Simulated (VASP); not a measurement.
# BP (F-43m) in VASP: notebook

The runs below take BP through single point, relaxation of cell and atoms, with LDA.

Program: VASP 6.6.1. These are calculated values, not measurements. Logs are shortened: lines on timing, memory, paths and dates and some standing lists are left out, and cuts for length are marked.

**1. The cell of the first run**

The structure is cubic, space group F-43m (No. 216). Conventional cell: a = 4.414 Å, b = 4.414 Å, c = 4.414 Å, α = 90.00°, β = 90.00°, γ = 90.00°. B (site symmetry -43m) has 4 P at 1.91 Å within 2.5 Å. Within 2.5 Å of P (site symmetry -43m) lie 4 B at 1.91 Å.

**2. Single point, LDA**

INCAR reads:

```
PREC = Accurate ; ENCUT = 520
EDIFF = 1E-6 ; ISMEAR = 0
SIGMA = 0.01 ; LREAL = False
LASPH = True ; NELM = 80
ALGO = Normal ; ISIF = 2
LWAVE = False ; LCHARG = True
GGA = CA ; LELF = True
LVHAR = True ; NBANDS = 11
```

KPOINTS reads:

```
regular mesh
0
Gamma
  8 8 8
```

POSCAR reads:

```
BP
1.0
    2.2069685688      2.2069685688      0.0000000000
   -2.2069685688      2.2069685688      0.0000000000
    0.0000000000      2.2069685688      2.2069685688
B P
1 1
Direct
    0.0000000000      0.0000000000      0.0000000000
    0.7500000000      0.2500000000      0.5000000000
```

Potentials or basis: VASP PAW LDA potentials, release 64 (B, P).

On the command line:

```bash
> cat potpaw_LDA.64/B/POTCAR potpaw_LDA.64/P/POTCAR > POTCAR
> mpirun -np 1 vasp_std > vasp.out
```

OUTCAR:

```text
PREC = Accurate
   ENCUT = 520
   EDIFF = 1E-6
   ISMEAR = 0
   LREAL = False
   LASPH = True
   NELM = 80
   ISIF = 2
   GGA = CA

 ion  position               nearest neighbor table
   1  0.000  0.000  0.000-   2 1.91   2 1.91   2 1.91   2 1.91
   2  0.750  0.250  0.500-   1 1.91   1 1.91   1 1.91   1 1.91

  LATTYP: Found a face centered cubic cell.
 ALAT       =     4.4139371376

  Lattice vectors:

 A1 = (   0.0000000000,   2.2069685688,   2.2069685688)
 A2 = (   2.2069685688,   0.0000000000,   2.2069685688)
 A3 = (   2.2069685688,   2.2069685688,   0.0000000000)

Analysis of symmetry for initial positions (statically):
=====================================================================
 Subroutine PRICEL returns:
 Original cell was already a primitive cell.

 Routine SETGRP: Setting up the symmetry group for a
 face centered cubic supercell.

 Subroutine GETGRP returns: Found 24 space group operations
 (whereof 24 operations were pure point group operations)
 out of a pool of 48 trial point group operations.

The static configuration has the point symmetry T_d .

Analysis of symmetry for dynamics (positions and initial velocities):
=====================================================================
 Subroutine PRICEL returns:
 Original cell was already a primitive cell.

 Routine SETGRP: Setting up the symmetry group for a
 face centered cubic supercell.

 Subroutine GETGRP returns: Found 24 space group operations
 (whereof 24 operations were pure point group operations)
 out of a pool of 48 trial point group operations.

The dynamic configuration has the point symmetry T_d .

 Subroutine INISYM returns: Found 24 space group operations
 (whereof 24 operations are pure point group operations),
 and found     1 'primitive' translations

----------------------------------------------------------------------------------------

                                     Primitive cell

  volume of cell :      21.4990

  direct lattice vectors                    reciprocal lattice vectors
     2.206968569  2.206968569  0.000000000     0.226555107  0.226555107 -0.226555107
    -2.206968569  2.206968569  0.000000000    -0.226555107  0.226555107 -0.226555107
     0.000000000  2.206968569  2.206968569     0.000000000  0.000000000  0.453110214

  length of vectors
     3.121124882  3.121124882  3.121124882     0.392404956  0.392404956  0.453110214

  position of ions in fractional coordinates (direct lattice)
     0.000000000  0.000000000  0.000000000
     0.750000000  0.250000000  0.500000000

  ion indices of the primitive-cell ions
   primitive index   ion index
                 1           1
                 2           2

----------------------------------------------------------------------------------------

 KPOINTS: regular mesh

Automatic generation of k-mesh.
 Grid dimensions read from file:
 generate k-points for:    8    8    8

 Generating k-lattice:

  Cartesian coordinates                     Fractional coordinates (reciprocal lattice)
     0.028319388  0.028319388 -0.028319388     0.125000000  0.000000000  0.000000000
    -0.028319388  0.028319388 -0.028319388     0.000000000  0.125000000  0.000000000
     0.000000000  0.000000000  0.056638777     0.000000000  0.000000000  0.125000000

  Length of vectors
     0.049050619  0.049050619  0.056638777

  Shift w.r.t. Gamma in fractional coordinates (k-lattice)
     0.000000000  0.000000000  0.000000000

 Subroutine IBZKPT returns following result:
 ===========================================

 Found     29 irreducible k-points:

 Following reciprocal coordinates:
            Coordinates               Weight
  0.000000  0.000000  0.000000      1.000000
  0.125000  0.000000  0.000000      8.000000
  0.250000  0.000000  0.000000      8.000000
  0.375000  0.000000  0.000000      8.000000
  0.500000  0.000000  0.000000      4.000000
  0.125000  0.125000  0.000000     12.000000
[... 16 lines left out ...]
  0.375000  0.250000  0.125000     48.000000
  0.500000  0.250000  0.125000     24.000000
 [... further k-points ...]
   k-points           NKPTS =     29   k-points in BZ     NKDIM =     29   number of bands    NBANDS=     11
   number of dos      NEDOS =    301   number of ions     NIONS =      2
   total plane-waves  NPLWV =  13824
   dimension x,y,z NGX =    24 NGY =   24 NGZ =   24
   dimension x,y,z NGXF=    48 NGYF=   48 NGZF=   48
   ions per type =               1   1
   NGX,Y,Z   is equivalent  to a cutoff of  12.78, 12.78, 12.78 a.u.
   NGXF,Y,Z  is equivalent  to a cutoff of  25.57, 25.57, 25.57 a.u.
 SYSTEM =  unknown system
   PREC   = accura    normal or accurate (medium, high low for compatibility)
   ISTART =      0    job   : 0-new  1-cont  2-samecut
   ICHARG =      2    charge: 1-file 2-atom 10-const
   ISPIN  =      1    spin polarized calculation?
   LNONCOLLINEAR =      F non collinear calculations
   LSORBIT =      F    spin-orbit coupling
   LASPH  =      T    aspherical Exc in radial PAW
   ENCUT  =  520.0 eV  38.22 Ry    6.18 a.u.   5.80  5.80  5.80*2*pi/ulx,y,z
   NELM   =     80;   NELMIN=  2; NELMDL= -5     # of ELM steps
   EDIFF  = 0.1E-05   stopping-criterion for ELM
   LREAL  =      F    real-space projection
   EDIFFG = 0.1E-04   stopping-criterion for IOM
   NSW    =      0    number of steps for IOM
   IBRION =     -1    ionic relax: 0-MD 1-quasi-New 2-CG
   NFREE  =      0    steps in history (QN), initial steepest desc. (CG)
   ISIF   =      2    stress and relaxation
   ISYM   =      2    0-nonsym 1-usesym 2-fastsym
   POTIM  = 0.5000    time-step for ionic-motion
   TEBEG  =    0.0;   TEEND  =   0.0 temperature during run
   PSTRESS=    0.0 pullay stress
   NELECT =       8.0000    total number of electrons
   NUPDOWN=      -1.0000    fix difference up-down
   EMIN   =  10.00;   EMAX   =-10.00  energy-range for DOS
   EFERMI =   0.00;   METHOD = LEGACY
   ISMEAR =     0;   SIGMA  =   0.01  broadening in eV -4-tet -1-fermi 0-gaus
   EFERMI_NEDOS =   21; number of points for ismear=-14 and -15
   IALGO  =     38    algorithm
   IMIX   =      4    mixing-type and parameters
     AMIX     =   0.40;   BMIX     =  1.00
     AMIX_MAG =   1.60;   BMIX_MAG =  1.00
  volume/ion in A,a.u.               =      10.75        72.54
  Fermi-wavevector in a.u.,A,eV,Ry     =   1.177512  2.225175 18.864948  1.386535
  Thomas-Fermi vector in A             =   2.313857
   LORBIT       =      0    0 simple, 1 ext, 2 COOP (PROOUT), +10 PAW based schemes
   GGA     = CA    functional components
   LHFCALC =     F    Hartree Fock is set to
   AEXX    =    0.0000 exact exchange contribution
   IVDW    =     0    specifies the selected vdW correction
   LEPSILON=     F    determine dielectric tensor
   LRPA    =     F    only Hartree local field effects (RPA)
 non-spin polarized calculation
 Gauss-broadening in eV      SIGMA  =   0.01
  energy-cutoff  :      520.00
  volume of cell :       21.50
 maximum number of plane-waves:       604
   NGX = 11   NGY = 11   NGZ = 11

 number of electron       8.0000000 magnetization

 Free energy of the ion-electron system (eV)
  ---------------------------------------------------
  ext. energy  EPLUGINS =         0.00000000
  ---------------------------------------------------
  free energy    TOTEN  =       -14.36361046 eV

  energy without entropy =      -14.36361046  energy(sigma->0) =      -14.36361046

 E-fermi :   8.4786     XC(G=0): -11.4343

 val. band max:        8.4267575465   @ k =   0.0000   0.0000   0.0000
 cond. band min:       9.5572940183   @ k =  -0.3750   0.3750   0.0000
 fundamental gap:      1.1305364718
 Fermi energy:         8.4785580125

 k-point     1 :       0.0000    0.0000    0.0000
  band No.  band energies     occupation
      1      -7.7145      2.00000
      2       8.4268      2.00000
      3       8.4268      2.00000
      4       8.4268      2.00000
      5      11.9478      0.00000
      6      11.9478      0.00000
      7      11.9478      0.00000
      8      17.0948      0.00000
      9      20.2969      0.00000
     10      20.8606      0.00000
     11      20.8606      0.00000

 k-point     2 :       0.1250    0.0000    0.0000
  band No.  band energies     occupation
      1      -7.4142      2.00000
      2       6.4978      2.00000
      3       7.9713      2.00000
      4       7.9713      2.00000
      5      12.5774      0.00000
      6      12.5774      0.00000
      7      12.5871      0.00000
      8      17.7060      0.00000
      9      19.8413      0.00000
     10      19.8413      0.00000
     11      21.1923      0.00000

 k-point     3 :       0.2500    0.0000    0.0000
  band No.  band energies     occupation
      1      -6.5300      2.00000
      2       3.3510      2.00000
      3       7.2472      2.00000
      4       7.2472      2.00000
      5      12.8251      0.00000
      6      13.3463      0.00000
      7      13.3463      0.00000
      8      18.6540      0.00000
      9      19.5777      0.00000
     10      19.5777      0.00000
     11      22.0232      0.00000

 k-point     4 :       0.3750    0.0000    0.0000
  band No.  band energies     occupation
      1      -5.1563      2.00000
      2       0.4422      2.00000
      3       6.7507      2.00000
      4       6.7507      2.00000
      5      12.7651      0.00000
      6      13.3142      0.00000
      7      13.3142      0.00000
      8      18.7739      0.00000
      9      21.4086      0.00000
     10      21.4086      0.00000
     11      22.9598      0.00000
[... 239 lines left out ...]
 k-point    22 :       0.2500    0.2500    0.1250
  band No.  band energies     occupation
      1      -5.7540      2.00000
      2       3.3776      2.00000
      3       4.3443      2.00000
      4       6.3442      2.00000
      5      11.9284      0.00000
      6      14.4711      0.00000
      7      15.0218      0.00000
      8      16.3379      0.00000
      9      20.5481      0.00000
     10      22.8336      0.00000
     11      24.9421      0.00000

 k-point    23 :       0.3750    0.2500    0.1250
  band No.  band energies     occupation
      1      -4.4109      2.00000
      2       1.0078      2.00000
      3       3.7240      2.00000
      4       5.4846      2.00000
      5      12.5199      0.00000
      6      14.1169      0.00000
      7      16.0886      0.00000
      8      17.1703      0.00000
      9      21.3429      0.00000
     10      22.3354      0.00000
     11      26.1516      0.00000

 k-point    24 :       0.5000    0.2500    0.1250
  band No.  band energies     occupation
      1      -3.3493      2.00000
      2      -0.5150      2.00000
      3       3.6735      2.00000
      4       5.0667      2.00000
      5      12.5506      0.00000
      6      13.8987      0.00000
      7      17.2276      0.00000
      8      18.6435      0.00000
      9      19.2096      0.00000
     10      23.3483      0.00000
     11      25.7955      0.00000

 [... further k-points ...]
[... 5 lines left out ...]
  --------------------------------------------------------------------------------------
  -------------------------------------------------------------------------------------
  Total        1.3213654      1.3213654      1.3213654      0.0000000      0.0000000      0.0000000
  in kB       98.4725238     98.4725238     98.4725238      0.0000000      0.0000000      0.0000000
  external PRESSURE =      98.4725238 kB  Pullay stress =       0.0000000 kB

 VOLUME and BASIS-vectors are now :
 -----------------------------------------------------------------------------
  energy-cutoff  :      520.00
  volume of cell :       21.50
      direct lattice vectors                 reciprocal lattice vectors
     2.206968569  2.206968569  0.000000000     0.226555107  0.226555107 -0.226555107
    -2.206968569  2.206968569  0.000000000    -0.226555107  0.226555107 -0.226555107
     0.000000000  2.206968569  2.206968569     0.000000000  0.000000000  0.453110214

 POSITION                                       TOTAL-FORCE (eV/Angst)
 -----------------------------------------------------------------------------------
      0.00000      0.00000      0.00000         0.000000      0.000000      0.000000
      1.10348      3.31045      1.10348        -0.000000     -0.000000      0.000000
 -----------------------------------------------------------------------------------
    total drift:                                0.000000      0.000000     -0.000000

  FREE ENERGIE OF THE ION-ELECTRON SYSTEM (eV)
  ---------------------------------------------------
  free  energy   TOTEN  =       -14.3636104631 eV

  energy  without entropy=      -14.3636104631  energy(sigma->0) =      -14.36361046
```

Wall time 3.9 s (1 thread of Intel Xeon Platinum 8259CL at 2.50GHz (Skylake/Cascade Lake), shared host); peak memory 0.12 GiB.

Results:

* Free energy: -14.3636 eV
* Pressure: 9.8 GPa
* Band gap on the k mesh: 1.13 eV, indirect (least direct gap 3.52 eV)

[end of part 1 of 2]
